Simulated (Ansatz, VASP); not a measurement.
# One calculation of HgTe, two programs

File INCAR:

```
SYSTEM = HgTe
PREC = Accurate
ENCUT = 520
EDIFF = 1E-7
ISMEAR = 0
SIGMA = 0.1
LREAL = .FALSE.
LASPH = .TRUE.
NELM = 60
ALGO = Normal
ISIF = 2
LWAVE = .FALSE.
LCHARG = .FALSE.
LDIPOL = .TRUE.
IDIPOL = 3
DIPOL = 0.5 0.5 0.500
GGA = PE
NBANDS = 36
```

Contents of KPOINTS:

```
regular mesh
0
G
  9 9 1
  0 0 0
```

The input POSCAR:

```
HgTe
1.0
    4.7019744918      0.0000000000      0.0000000000
   -2.3509872459      4.0720293578      0.0000000000
    0.0000000000      0.0000000000     23.6380787163
Hg Te
3 3
Direct
    0.3333333333      0.6666666667      0.3172846698
    0.6666666667      0.3333333333      0.4796982966
    0.0000000000      0.0000000000      0.6421119235
    0.6666666667      0.3333333333      0.3578880765
    0.0000000000      0.0000000000      0.5203017034
    0.3333333333      0.6666666667      0.6827153302
```

Input for Ansatz:

```yaml
crystal:
  lattice:
    - [4.7019744853, 0.0, 0.0]
    - [-2.3509872426, 4.0720293522, 0.0]
    - [0.0, 0.0, 23.6380787044]
  atoms:
    - { symbol: Hg, position: [0.3333333333, 0.6666666667, 0.31728467] }
    - { symbol: Te, position: [0.6666666667, 0.3333333333, 0.3578880766] }
    - { symbol: Hg, position: [0.6666666667, 0.3333333333, 0.4796982967] }
    - { symbol: Te, position: [0.0, 0.0, 0.5203017033] }
    - { symbol: Hg, position: [0.0, 0.0, 0.6421119234] }
    - { symbol: Te, position: [0.3333333333, 0.6666666667, 0.68271533] }
basis:
  ecutwfc: 420
kpoints:
  mp_grid: { grid: [9, 9, 1] }
hamiltonian:
  xc: pbe
scf:
  occupations: { method: gaussian, width: 0.1 }
output:
  forces: true
  eigenvalues: true
efield:
  axis: 3
  dipole_correction: true
  ramp_width: 0.04
```

Alike in both runs: task single point; functional PBE; k mesh 9 × 9 × 1; occupations gaussian, width 0.1 eV; no spin polarisation.

```csv
,VASP,Ansatz
version,VASP 6.6.1,Ansatz 0.2.0
potentials or method,"VASP PAW PBE potentials, release 64 (Hg, Te), cutoff 520 eV","scalar-relativistic, plane waves, PAW"
valence electrons in the cell,54,108
```

Ansatz gave:

```
gap on the k mesh at the Fermi level (eV) : none
rms of the force components (eV/Å)        : 0.293
```

Estimate VASP's values.

gap on the k mesh at the Fermi level (eV): none; rms of the force components (eV/Å): 0.291.

A gap of «none» marks a metal or a gap that the smearing closes. VASP's potentials hold 54 valence electrons a cell and Ansatz's 108, so a difference there can come from the potentials and not from the codes.

Spin-orbit coupling is off throughout.
